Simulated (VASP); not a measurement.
Write the native input for VASP 6.6.1 that does the following.

* Task: single point
* Functional: BLYP
* Potentials or basis: VASP PAW PBE potentials, release 64 (Bi_d, Te)
* Cutoff: 520 eV
* k mesh: 7 × 7 × 7
* Occupations: fermi-dirac, width 0.02 eV
* Spin: no spin polarisation
* Dipole correction: no
* Further INCAR settings: ALGO = Normal; EDIFF = 1e-06; NBANDS = 18

The structure of BiTe lies in POSCAR:

```
BiTe
1.0
    0.0000000000      3.1912784242      3.1912784242
    3.1912784242      0.0000000000      3.1912784242
    3.1912784242      3.1912784242      0.0000000000
Bi Te
1 1
Direct
    0.0000000000      0.0000000000      0.0000000000
    0.5000000000      0.5000000000      0.5000000000
```

This cell differs from its parent crystal: volume scaled by 0.96.

One way to write it, as run:

INCAR

```
SYSTEM = BiTe
PREC = Accurate
ENCUT = 520
EDIFF = 1E-6
ISMEAR = -1
SIGMA = 0.02
LREAL = .False.
LASPH = .True.
NELM = 100
ALGO = Normal
ISIF = 2
LWAVE = .False.
LCHARG = .False.
GGA = B5
ALDAX = 1.0
AGGAX = 1.0
AGGAC = 1.0
ALDAC = 0.0
NBANDS = 18
```

KPOINTS

```
regular mesh
0
Gamma
  7 7 7
  0 0 0
```

Potentials or basis: VASP PAW PBE potentials, release 64 (Bi_d, Te).

Command:

```sh
$ cat potpaw_PBE.64/Bi_d/POTCAR potpaw_PBE.64/Te/POTCAR > POTCAR
$ mpirun -np 1 vasp_std > vasp.out
```

It gave:

```
Pressure : 7.2 GPa
```

Caveat: the PAW data sets were made with another functional, which shifts forces and pressure a little.

Run time: 82 s on 1 thread of AMD EPYC 7R13, on a shared host, peak memory 0.18 GiB.
